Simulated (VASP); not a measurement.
**SnO: relaxation of cell and atoms with PBEsol**

SnO:

```
Sn O
1.0
     3.35500    0.00000    0.00000
     0.00000    5.67410    0.00000
     0.00000    0.00000    4.22197
Sn O
2 2
Direct
  0.00000 0.23191 0.51314
  0.50000 0.76809 0.01314
  0.00000 0.89125 0.73686
  0.50000 0.10875 0.23686
```

```yaml
Program: VASP 6.6.1
Task: relaxation of cell and atoms
Functional: PBEsol
Potentials_or_basis: VASP PAW PBE potentials, release 64 (Sn_d, O)
Cutoff: 600 eV
k_mesh: 6 × 4 × 6
Occupations: gaussian, width 0.01 eV
Spin: no spin polarisation
Dipole_correction: no
Further_INCAR_settings: ALGO = Normal; EDIFF = 1e-06; IBRION = 2; EDIFFG = -0.03; NSW = 80; ISIF = 3
```

```yaml
Relaxed_volume: 18.12 Å³/atom
Relaxed_cell: a = 3.309 Å, b = 5.712 Å, c = 3.834 Å, α = 90.00°, β = 90.00°, γ = 90.00°
Space_group_after_relaxing_to_0.1_Å: Pmn2_1 (No. 31)
Energy_gained_by_relaxing: 11.4 meV/atom
Ionic_steps: 28
Pressure_after_relaxing: 0.0 GPa
Largest_force_after_relaxing: 0.017 eV/Å
Band_gap_on_the_k_mesh: 1.43 eV (least direct gap 2.10 eV)
```

Forces in eV/Å, atoms in the order of the input:
```
Sn   0.000 -0.013 -0.011
Sn   0.000  0.013 -0.011
O    0.000  0.001  0.011
O    0.000 -0.001  0.011
```

Stress tensor (GPa, compression positive):
```
 0.17  0.00  0.00
 0.00 -0.07  0.00
 0.00  0.00 -0.06
```

Step by step:
```csv
step,energy change (eV),largest force (eV/Å),pressure (GPa),volume (Å³)
1,0.0000,0.3520,-2.93,80.37
2,-0.0030,0.7397,2.65,76.17
3,-0.0252,0.1897,-0.20,78.15
4,-0.0298,0.1275,-0.17,77.67
5,-0.0326,0.0408,-0.13,77.00
6,-0.0327,0.0389,-0.11,76.87
7,-0.0337,0.0406,-0.04,76.58
8,-0.0356,0.0544,0.20,75.71
9,-0.0345,0.1081,0.72,73.98
10,-0.0360,0.0728,0.35,75.13
11,-0.0366,0.0593,0.09,75.12
12,-0.0367,0.0630,-0.19,75.10
13,-0.0367,0.0534,-0.10,75.10
14,-0.0370,0.0506,-0.09,75.04
15,-0.0377,0.0465,-0.11,74.85
16,-0.0389,0.0423,-0.08,74.46
17,-0.0399,0.0549,-0.07,73.69
18,-0.0405,0.0540,-0.04,73.51
19,-0.0420,0.0559,0.09,72.95
20,-0.0423,0.0785,0.38,71.84
21,-0.0427,0.0659,0.23,72.37
22,-0.0433,0.0799,-0.14,72.49
23,-0.0433,0.0821,-0.18,72.49
24,-0.0440,0.0537,-0.07,72.42
25,-0.0441,0.0885,0.30,72.19
26,-0.0444,0.0580,0.18,72.29
27,-0.0450,0.0406,0.11,72.35
28,-0.0455,0.0172,0.01,72.47
```

Final structure:
```cif
data_structure
_symmetry_space_group_name_H-M 'P 1'
_symmetry_Int_Tables_number 1
_cell_length_a 3.3093
_cell_length_b 5.7124
_cell_length_c 3.8337
_cell_angle_alpha 90.000
_cell_angle_beta 90.000
_cell_angle_gamma 90.000
_cell_volume 72.47
loop_
_atom_site_label
_atom_site_type_symbol
_atom_site_fract_x
_atom_site_fract_y
_atom_site_fract_z
_atom_site_occupancy
Sn1 Sn 0.00000 0.23522 0.53131 1
Sn2 Sn 0.50000 0.76478 0.03131 1
O1 O 0.00000 0.88284 0.71869 1
O2 O 0.50000 0.11716 0.21869 1
```

Levels at points of the mesh, in eV from the valence-band top:
| k point | band 17 | band 18 | band 19 | band 20 | band 21 | band 22 | band 23 | band 24 |
| --- | --- | --- | --- | --- | --- | --- | --- | --- |
| (0.00, 0.00, 0.00) | -3.83 | -2.69 | -2.26 | 0.00 | 3.21 | 3.42 | 6.36 | 6.37 |
| (0.50, 0.00, 0.00) | -2.78 | -2.78 | -1.26 | -1.26 | 2.43 | 2.43 | 5.82 | 5.82 |
| (0.00, 0.50, 0.00) | -4.03 | -2.72 | -1.91 | -1.58 | 3.25 | 4.56 | 5.18 | 5.63 |
| (0.50, 0.50, 0.00) | -2.78 | -2.78 | -1.12 | -1.12 | 1.95 | 1.95 | 6.38 | 6.38 |
| (0.00, 0.00, 0.50) | -3.26 | -3.26 | -1.46 | -1.46 | 2.48 | 2.48 | 5.53 | 5.53 |
| (0.50, 0.00, 0.50) | -3.63 | -3.63 | -1.26 | -1.26 | 2.17 | 2.17 | 4.59 | 4.59 |
| (0.00, 0.50, 0.50) | -3.11 | -3.11 | -1.53 | -1.53 | 1.95 | 1.95 | 5.97 | 5.97 |
| (0.50, 0.50, 0.50) | -3.90 | -3.90 | -0.49 | -0.49 | 2.36 | 2.36 | 4.18 | 4.18 |

It took 14 min on 1 thread of Intel(R) Xeon(R) 6975P-C (Granite Rapids), with other jobs on the host, peak memory 0.25 GiB.

Caveat: the PAW data sets were made with another functional, which shifts forces and pressure a little; spin-orbit coupling is left out, which moves the levels of the heavy elements. A k mesh can miss the band edges.
